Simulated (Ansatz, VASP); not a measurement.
LiF: VASP beside Ansatz

Contents of INCAR:

```
  ALGO = Normal
  EDIFF = 1E-7
  ENCUT = 520
  GGA = CA
  ISIF = 2
  ISMEAR = 0
  LASPH = T
  LCHARG = T
  LELF = T
  LREAL = F
  LVHAR = T
  LWAVE = F
  NBANDS = 18
  NELM = 60
  PREC = Accurate
  SIGMA = 0.05
```

Contents of KPOINTS:

```
k-points
0
Gamma
  9 9 6
```

File POSCAR:

```
LiF
1.0
    3.0216393807      0.0000000000      0.0000000000
   -1.5108196904      2.6168164648      0.0000000000
    0.0000000000      0.0000000000      4.5351785466
Li F
2 2
Direct
    0.3333333333      0.6666666667      0.3839784076
    0.6666666667      0.3333333333      0.8839784076
    0.3333333333      0.6666666667      0.9910195924
    0.6666666667      0.3333333333      0.4910195924
```

Input for Ansatz:

```yaml
crystal:
  lattice:
    - [3.0216393807, 0.0, 0.0]
    - [-1.5108196904, 2.6168164648, 0.0]
    - [0.0, 0.0, 4.5351785466]
  atoms:
    - { symbol: Li, position: [0.3333333333, 0.6666666667, 0.3839784076] }
    - { symbol: Li, position: [0.6666666667, 0.3333333333, 0.8839784076] }
    - { symbol: F, position: [0.3333333333, 0.6666666667, 0.9910195924] }
    - { symbol: F, position: [0.6666666667, 0.3333333333, 0.4910195924] }
basis:
  ecutwfc: 520.0
kpoints:
  mp_grid: { grid: [9, 9, 6] }
hamiltonian:
  xc: lda
scf:
  occupations: { method: gaussian, width: 0.05 }
output:
  forces: true
  stress: true
  eigenvalues: true
```

Alike in both runs: task single point; functional LDA; k mesh 9 × 9 × 6; occupations gaussian, width 0.05 eV; no spin polarisation.

|  | VASP | Ansatz |
| --- | --- | --- |
| version | VASP 6.6.1 | Ansatz 0.2.0 |
| potentials or method | VASP PAW LDA potentials, release 64 (Li_sv, F), cutoff 520 eV | scalar-relativistic, plane waves, PAW |
| valence electrons in the cell | 20 | 20 |

```tsv
	VASP	Ansatz	Ansatz less VASP
gap on the k mesh at the Fermi level (eV)	7.97	7.99	+0.016
least direct gap on the mesh (eV)	7.97	7.99	+0.016
rms of the force components (eV/Å)	0.087	0.085	-0.0029
```

LDA's correlation is that of Perdew and Zunger in VASP and of Perdew and Wang (1992) in Ansatz. Atom by atom the forces differ by 0.003 eV/Å (rms over components).

Noted on VASP's run: the cutoff is short for stress, so the pressure is rough.
